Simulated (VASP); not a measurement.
**KCl: single point with PBEsol**

KCl:

```
K Cl
1.0
     0.00000    3.13243    3.15610
     3.17977    0.00000    3.15610
     3.17977    3.13243    0.00000
K Cl
1 1
Direct
  0.00000 0.00000 0.00000
  0.50000 0.50000 0.50000
```

This cell differs from its parent crystal: strain +0.0075 x Voigt [1, -1, 0, 0, 0, 0].

```json
{
 "Program": "VASP 6.6.1",
 "Task": "single point",
 "Functional": "PBEsol",
 "Potentials or basis": "VASP PAW PBE potentials, release 64 (K_sv, Cl)",
 "Cutoff": "520 eV",
 "k mesh": "6 × 6 × 6",
 "Occupations": "gaussian, width 0.05 eV",
 "Spin": "no spin polarisation",
 "Dipole correction": "no",
 "Further INCAR settings": "ALGO = Normal; EDIFF = 1e-07; NBANDS = 15"
}
```

```json
{"Pressure": "-0.5 GPa", "Band gap on the k mesh": "4.99 eV, direct"}
```

Stress tensor (GPa, compression positive):
```
-0.74  0.00  0.00
 0.00 -0.27  0.00
 0.00  0.00 -0.52
```

Levels at points of the mesh, in eV from the valence-band top:
| k point | band 5 | band 6 | band 7 | band 8 | band 9 | band 10 | band 11 | band 12 |
| --- | --- | --- | --- | --- | --- | --- | --- | --- |
| (0.00, 0.00, 0.00) | -10.60 | -0.01 | 0.00 | 0.00 | 4.99 | 8.24 | 8.29 | 8.34 |
| (0.50, 0.00, 0.00) | -10.36 | -1.07 | -0.33 | -0.33 | 7.40 | 8.45 | 10.44 | 10.46 |
| (0.50, 0.50, 0.00) | -10.65 | -0.67 | -0.23 | -0.23 | 6.41 | 8.18 | 9.85 | 10.17 |
| (0.50, 0.00, 0.50) | -10.65 | -0.66 | -0.24 | -0.24 | 6.40 | 8.20 | 9.89 | 10.18 |
| (0.00, 0.50, 0.50) | -10.65 | -0.69 | -0.22 | -0.22 | 6.42 | 8.17 | 9.80 | 10.15 |

It took 26 s on 1 thread of Intel(R) Xeon(R) 6975P-C (Granite Rapids) (shared host), peak memory 0.21 GiB.

Caveat: the cell differs from its parent crystal (strain +0.0075 x Voigt [1, -1, 0, 0, 0, 0]); the PAW data sets were made with another functional, which shifts forces and pressure a little.
